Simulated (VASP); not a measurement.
# CdS (F-43m) in VASP: further runs

CdS is run at these levels: PBE; tasks: single point.

Everything below comes from runs of VASP 6.6.1. Logs are shortened: lines on timing, memory, paths and dates and some standing lists are left out, and cuts for length are marked.

## Step 1: The cell of the first run

It takes space group F-43m (No. 216, cubic). Conventional cell: a = 5.701 Å, b = 5.701 Å, c = 5.701 Å, α = 90.00°, β = 90.00°, γ = 90.00°. Cd (site symmetry -43m) has 4 S at 2.47 Å within 3.3 Å. S (site symmetry -43m) has 4 Cd at 2.47 Å within 3.3 Å.

## Step 2: Single point, PBE

INCAR

```
SYSTEM = CdS
PREC     = Accurate       ! precision mode
ENCUT    = 500            ! plane-wave cutoff, eV
EDIFF    = 1E-6           ! SCF threshold, eV
ISMEAR   = 0              ! smearing method
SIGMA    = 0.01           ! smearing width, eV
LREAL    = .False.        ! projectors in reciprocal space
LASPH    = .True.         ! aspherical terms in the spheres
NELM     = 120            ! most SCF steps
ALGO     = Normal         ! electronic algorithm
ISIF     = 2              ! what is computed and relaxed
LWAVE    = .False.        ! write WAVECAR
LCHARG   = .True.         ! write CHGCAR
GGA      = PE             ! functional
LELF     = .True.         ! ELF
LVHAR    = .True.       
NBANDS   = 16             ! bands
GGA_COMPAT= .False.
```

KPOINTS

```
regular mesh
0
Gamma
  3 3 3
  0 0 0
```

POSCAR

```
CdS
1.0
    0.0000000000      2.8505955800      2.8505955800
    2.8505955800      0.0000000000      2.8505955800
    2.8505955800      2.8505955800      0.0000000000
Cd S
1 1
Direct
    0.0000000000      0.0000000000      0.0000000000
    0.2500000000      0.2500000000      0.2500000000
```

Potentials or basis: VASP PAW PBE potentials, release 64 (Cd, S).

On the command line:

```bash
$ cat potpaw_PBE.64/Cd/POTCAR potpaw_PBE.64/S/POTCAR > POTCAR
$ mpirun -np 1 vasp_std > vasp.out
```

OUTCAR:

```text
SYSTEM = CdS
   PREC = Accurate
   ENCUT = 500
   EDIFF = 1E-6
   ISMEAR = 0
   LREAL = .False.
   LASPH = .True.
   NELM = 120
   ISIF = 2
   GGA = PE

 ion  position               nearest neighbor table
   1  0.000  0.000  0.000-   2 2.47   2 2.47   2 2.47   2 2.47
   2  0.250  0.250  0.250-   1 2.47   1 2.47   1 2.47   1 2.47

  LATTYP: Found a face centered cubic cell.
 ALAT       =     5.7011911600

  Lattice vectors:

 A1 = (   0.0000000000,   2.8505955800,   2.8505955800)
 A2 = (   2.8505955800,   0.0000000000,   2.8505955800)
 A3 = (   2.8505955800,   2.8505955800,   0.0000000000)

Analysis of symmetry for initial positions (statically):
=====================================================================
 Subroutine PRICEL returns:
 Original cell was already a primitive cell.

 Routine SETGRP: Setting up the symmetry group for a
 face centered cubic supercell.

 Subroutine GETGRP returns: Found 24 space group operations
 (whereof 24 operations were pure point group operations)
 out of a pool of 48 trial point group operations.

The static configuration has the point symmetry T_d .

Analysis of symmetry for dynamics (positions and initial velocities):
=====================================================================
 Subroutine PRICEL returns:
 Original cell was already a primitive cell.

 Routine SETGRP: Setting up the symmetry group for a
 face centered cubic supercell.

 Subroutine GETGRP returns: Found 24 space group operations
 (whereof 24 operations were pure point group operations)
 out of a pool of 48 trial point group operations.

The dynamic configuration has the point symmetry T_d .

 Subroutine INISYM returns: Found 24 space group operations
 (whereof 24 operations are pure point group operations),
 and found     1 'primitive' translations

----------------------------------------------------------------------------------------

                                     Primitive cell

  volume of cell :      46.3273

  direct lattice vectors                    reciprocal lattice vectors
     0.000000000  2.850595580  2.850595580    -0.175401942  0.175401942  0.175401942
     2.850595580  0.000000000  2.850595580     0.175401942 -0.175401942  0.175401942
     2.850595580  2.850595580  0.000000000     0.175401942  0.175401942 -0.175401942

  length of vectors
[... 59 lines left out ...]
   ENCUT  =  500.0 eV  36.75 Ry    6.06 a.u.   7.35  7.35  7.35*2*pi/ulx,y,z
   NELM   =    120;   NELMIN=  2; NELMDL= -5     # of ELM steps
   EDIFF  = 0.1E-05   stopping-criterion for ELM
   LREAL  =      F    real-space projection
   EDIFFG = 0.1E-04   stopping-criterion for IOM
   NSW    =      0    number of steps for IOM
   IBRION =     -1    ionic relax: 0-MD 1-quasi-New 2-CG
   NFREE  =      0    steps in history (QN), initial steepest desc. (CG)
   ISIF   =      2    stress and relaxation
   ISYM   =      2    0-nonsym 1-usesym 2-fastsym
   POTIM  = 0.5000    time-step for ionic-motion
   TEBEG  =    0.0;   TEEND  =   0.0 temperature during run
   PSTRESS=    0.0 pullay stress
   NELECT =      18.0000    total number of electrons
   NUPDOWN=      -1.0000    fix difference up-down
   EMIN   =  10.00;   EMAX   =-10.00  energy-range for DOS
   EFERMI =   0.00;   METHOD = LEGACY
   ISMEAR =     0;   SIGMA  =   0.01  broadening in eV -4-tet -1-fermi 0-gaus
   EFERMI_NEDOS =   21; number of points for ismear=-14 and -15
   IALGO  =     38    algorithm
   IMIX   =      4    mixing-type and parameters
     AMIX     =   0.40;   BMIX     =  1.00
     AMIX_MAG =   1.60;   BMIX_MAG =  1.00
  volume/ion in A,a.u.               =      23.16       156.32
  Fermi-wavevector in a.u.,A,eV,Ry     =   1.194593  2.257454 19.416236  1.427053
  Thomas-Fermi vector in A             =   2.330580
   LORBIT       =      0    0 simple, 1 ext, 2 COOP (PROOUT), +10 PAW based schemes
   GGA     = PE    functional components
   LHFCALC =     F    Hartree Fock is set to
   AEXX    =    0.0000 exact exchange contribution
   IVDW    =     0    specifies the selected vdW correction
   LEPSILON=     F    determine dielectric tensor
   LRPA    =     F    only Hartree local field effects (RPA)
 non-spin polarized calculation
 Gauss-broadening in eV      SIGMA  =   0.01
  energy-cutoff  :      500.00
  volume of cell :       46.33
 maximum number of plane-waves:      1243
 NGX is ok and might be reduce to    30
   NGX = 15   NGY = 15   NGZ = 15

 number of electron      18.0000002 magnetization

 Free energy of the ion-electron system (eV)
  ---------------------------------------------------
  ext. energy  EPLUGINS =         0.00000000
  ---------------------------------------------------
  free energy    TOTEN  =        -5.82734767 eV

  energy without entropy =       -5.82734767  energy(sigma->0) =       -5.82734767

 E-fermi :   2.0833     XC(G=0):  -9.4406

 val. band max:        2.0165191976   @ k =   0.0000   0.0000   0.0000
 cond. band min:       3.2765584373   @ k =   0.0000   0.0000   0.0000
 fundamental gap:      1.2600392397
 Fermi energy:         2.0832716826

 k-point     1 :       0.0000    0.0000    0.0000
  band No.  band energies     occupation
      1     -10.7953      2.00000
      2      -6.0686      2.00000
      3      -6.0686      2.00000
      4      -6.0686      2.00000
      5      -5.4990      2.00000
      6      -5.4990      2.00000
[... 53 lines left out ...]
      3      -5.7662      2.00000
      4      -5.5629      2.00000
      5      -5.4724      2.00000
      6      -4.8354      2.00000
[... 8 lines left out ...]
     15      13.4819      0.00000
     16      16.9781      0.00000

------------------------ aborting loop because EDIFF is reached ----------------------------------------

  FORCE on cell =-STRESS in cart. coord.  units (eV):
  Direction    XX          YY          ZZ          XY          YZ          ZX
  --------------------------------------------------------------------------------------
  -------------------------------------------------------------------------------------
  Total        2.7364766      2.7364766      2.7364766      0.0000000      0.0000000      0.0000000
  in kB       94.6379905     94.6379905     94.6379905      0.0000000      0.0000000      0.0000000
  external PRESSURE =      94.6379905 kB  Pullay stress =       0.0000000 kB

 VOLUME and BASIS-vectors are now :
 -----------------------------------------------------------------------------
  energy-cutoff  :      500.00
  volume of cell :       46.33
      direct lattice vectors                 reciprocal lattice vectors
     0.000000000  2.850595580  2.850595580    -0.175401942  0.175401942  0.175401942
     2.850595580  0.000000000  2.850595580     0.175401942 -0.175401942  0.175401942
     2.850595580  2.850595580  0.000000000     0.175401942  0.175401942 -0.175401942

 POSITION                                       TOTAL-FORCE (eV/Angst)
 -----------------------------------------------------------------------------------
      0.00000      0.00000      0.00000         0.000000      0.000000      0.000000
      1.42530      1.42530      1.42530        -0.000000     -0.000000     -0.000000
 -----------------------------------------------------------------------------------
    total drift:                               -0.000000     -0.000000     -0.000000

  FREE ENERGIE OF THE ION-ELECTRON SYSTEM (eV)
  ---------------------------------------------------
  free  energy   TOTEN  =        -5.8273476668 eV

  energy  without entropy=       -5.8273476668  energy(sigma->0) =       -5.82734767
```

OSZICAR:

```text
N       E                     dE             d eps       ncg     rms          rms(c)
DAV:   1     0.107610345158E+03    0.10761E+03   -0.91887E+03   136   0.103E+03
DAV:   2    -0.245883802206E+01   -0.11007E+03   -0.10357E+03   152   0.255E+02
DAV:   3    -0.640328584545E+01   -0.39444E+01   -0.39350E+01   168   0.513E+01
DAV:   4    -0.642609093996E+01   -0.22805E-01   -0.22804E-01   136   0.371E+00
DAV:   5    -0.642636202733E+01   -0.27109E-03   -0.27108E-03   168   0.393E-01    0.944E+00
DAV:   6    -0.585384039482E+01    0.57252E+00   -0.87222E-01   200   0.124E+01    0.744E+00
DAV:   7    -0.582547639601E+01    0.28364E-01   -0.26182E-01   160   0.349E+00    0.348E+00
DAV:   8    -0.582705283268E+01   -0.15764E-02   -0.25446E-02   160   0.206E+00    0.447E-01
DAV:   9    -0.582710763023E+01   -0.54798E-04   -0.25245E-03   128   0.778E-01    0.792E-02
DAV:  10    -0.582725917754E+01   -0.15155E-03   -0.25596E-04   160   0.175E-01    0.595E-02
DAV:  11    -0.582734982217E+01   -0.90645E-04   -0.11644E-04   152   0.915E-02    0.162E-02
DAV:  12    -0.582734670303E+01    0.31191E-05   -0.25818E-05   176   0.727E-02    0.966E-03
DAV:  13    -0.582734766677E+01   -0.96374E-06   -0.36693E-06   160   0.192E-02
   1 F= -.58273477E+01 E0= -.58273477E+01  d E =-.278866E-22
```

stdout:

```text
POSCAR found type information on POSCAR CdS
 POSCAR found :  2 types and       2 ions
 scaLAPACK will be used
 LDA part: xc-table for (Slater+PW92), standard interpolation
 POSCAR, INCAR and KPOINTS ok, starting setup
 FFT: planning ... GRIDC
 FFT: planning ... GRID_SOFT
 FFT: planning ... GRID
 WAVECAR not read
 entering main loop
```

It took 4.2 s on 1 thread of AMD EPYC 9R45 (Zen 5), shared host; peak memory 0.13 GiB.

What came out:

```
Free energy            : -5.8273 eV
Pressure               : 9.5 GPa
Band gap on the k mesh : 1.26 eV, direct
```

Caveat: the k points lie up to 0.64 Å⁻¹ apart. Expect the measured gap to be larger: semilocal functionals such as PBE lack the derivative discontinuity.

## Step 3: Single point, PBE

This run uses another cell than the first one, of 26.12 Å³/atom, 1.128 times its volume.

INCAR

```
SYSTEM = CdS
  PREC = Accurate
  ENCUT = 500
  EDIFF = 1E-6
  ISMEAR = 0
  SIGMA = 0.01
  LREAL = .FALSE.
  LASPH = .TRUE.
  NELM = 120
  ALGO = Normal
  ISIF = 2
  LWAVE = .FALSE.
  LCHARG = .FALSE.
  GGA = PE
  NBANDS = 16
  GGA_COMPAT = .FALSE.
```

KPOINTS

```
Automatic mesh
0
G
  3 3 3
  0 0 0
```

POSCAR

```
CdS
1.0
    0.0000000000      2.9670733100      2.9670733100
    2.9670733100      0.0000000000      2.9670733100
    2.9670733100      2.9670733100      0.0000000000
Cd S
1 1
Direct
    0.0000000000      0.0000000000      0.0000000000
    0.2500000000      0.2500000000      0.2500000000
```

Potentials or basis: VASP PAW PBE potentials, release 64 (Cd, S).

On the command line:

```bash
$ cat potpaw_PBE.64/Cd/POTCAR potpaw_PBE.64/S/POTCAR > POTCAR
$ mpirun -np 1 vasp_std > vasp.out
```

Wall time 4.3 s (1 thread of AMD EPYC 9R45 (Zen 5), shared host); peak memory 0.14 GiB.

The run converged. Its results:

| Item | Value |
| --- | --- |
| Free energy | -5.9993 eV |
| Pressure | 0.7 GPa |
| Band gap on the k mesh | 0.99 eV, direct |

Levels at points of the mesh, in eV from the valence-band top:
```csv
k point,band 5,band 6,band 7,band 8,band 9,band 10,band 11,band 12,band 13,band 14
"(0.00, 0.00, 0.00)",-7.23,-7.23,0.00,0.00,0.00,0.99,6.49,6.49,6.49,11.12
```

Caveat: the k points lie up to 0.61 Å⁻¹ apart.

## Step 4: Single point, PBE

This run uses another cell than the first one, of 26.12 Å³/atom, 1.128 times its volume.

INCAR

```
ALGO = Normal
EDIFF = 1E-6
ENCUT = 500
GGA = PE
GGA_COMPAT = F
ISIF = 2
ISMEAR = 0
LASPH = T
LCHARG = T
LELF = T
LREAL = F
LVHAR = T
LWAVE = F
NBANDS = 16
NELM = 120
PREC = Accurate
SIGMA = 0.01
```

KPOINTS

```
k-points
0
Gamma
  3 3 3
```

POSCAR is that of step 3.

On the command line:

```bash
$ cat potpaw_PBE.64/Cd/POTCAR potpaw_PBE.64/S/POTCAR > POTCAR
$ mpirun -np 1 vasp_std > vasp.out
```

Wall time 4.9 s (1 thread of AMD EPYC 9R45 (Zen 5), shared host); peak memory 0.14 GiB.

The run converged. Its results:

| Quantity | Value |
| --- | --- |
| Free energy | -5.9993 eV |
| Pressure | 0.7 GPa |
| Band gap on the k mesh | 0.99 eV, direct |

Levels at points of the mesh, in eV from the valence-band top:
```
           k point  band 6  band 7  band 8  band 9  band 10  band 11  band 12  band 13
(0.00, 0.00, 0.00)   -7.23    0.00    0.00    0.00     0.99     6.49     6.49     6.49
```

Caveat: the k points lie up to 0.61 Å⁻¹ apart.
